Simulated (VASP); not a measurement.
Write the native input for VASP 6.6.1 that does the following.

- Task: single point
- Functional: r2SCAN
- Potentials or basis: VASP PAW PBE potentials, release 64 (Sc_sv, Pt)
- Cutoff: 520 eV
- k mesh: 10 × 10 × 10
- Occupations: gaussian, width 0.1 eV
- Spin: no spin polarisation
- Dipole correction: no
- Further INCAR settings: ALGO = Normal; EDIFF = 1e-06; NBANDS = 18

Crystal: ScPt.

```
CELL_PARAMETERS angstrom
3.27000 0.00000 0.00000
0.00000 3.27000 0.00000
0.00000 0.00000 3.27000
ATOMIC_POSITIONS crystal
Sc 0.50000 0.50000 0.50000
Pt 0.00000 0.00000 0.00000
```

These files were run (other wordings do the same):

POSCAR

```
ScPt
1.0
    3.2700000000      0.0000000000      0.0000000000
    0.0000000000      3.2700000000      0.0000000000
    0.0000000000      0.0000000000      3.2700000000
Sc Pt
1 1
Direct
    0.5000000000      0.5000000000      0.5000000000
    0.0000000000      0.0000000000      0.0000000000
```

INCAR.step1

```
SYSTEM = ScPt
  PREC = Accurate
  ENCUT = 520
  ISMEAR = 0
  SIGMA = 0.1
  LREAL = .FALSE.
  LASPH = .TRUE.
  NELM = 80
  NBANDS = 18
  GGA = PE
  ALGO = Normal
  EDIFF = 1E-4
  LWAVE = .TRUE.
  LCHARG = .FALSE.
```

INCAR.step2

```
SYSTEM = ScPt
  PREC = Accurate
  ENCUT = 520
  EDIFF = 1E-6
  ISMEAR = 0
  SIGMA = 0.1
  LREAL = .FALSE.
  LASPH = .TRUE.
  NELM = 80
  ALGO = Normal
  ISIF = 2
  LWAVE = .FALSE.
  LCHARG = .FALSE.
  METAGGA = R2SCAN
  LMIXTAU = .TRUE.
  NBANDS = 18
  ISTART = 1
```

KPOINTS

```
Automatic mesh
0
G
  10 10 10
  0 0 0
```

Potentials or basis: VASP PAW PBE potentials, release 64 (Sc_sv, Pt).

Run with:

```sh
$ cat potpaw_PBE.64/Sc_sv/POTCAR potpaw_PBE.64/Pt/POTCAR > POTCAR
$ cp INCAR.step1 INCAR
$ mpirun -np 1 vasp_std > vasp.out
$ cp INCAR.step2 INCAR
$ mpirun -np 1 vasp_std > vasp.out
```

It gave:

The pressure is 3.0 GPa.

Caveat: the PAW data sets were made with another functional, which shifts forces and pressure a little.

Wall time 47 s on 1 thread of Intel(R) Xeon(R) Platinum 8375C CPU @ 2.90GHz (Ice Lake) (shared host), peak memory 0.17 GiB.
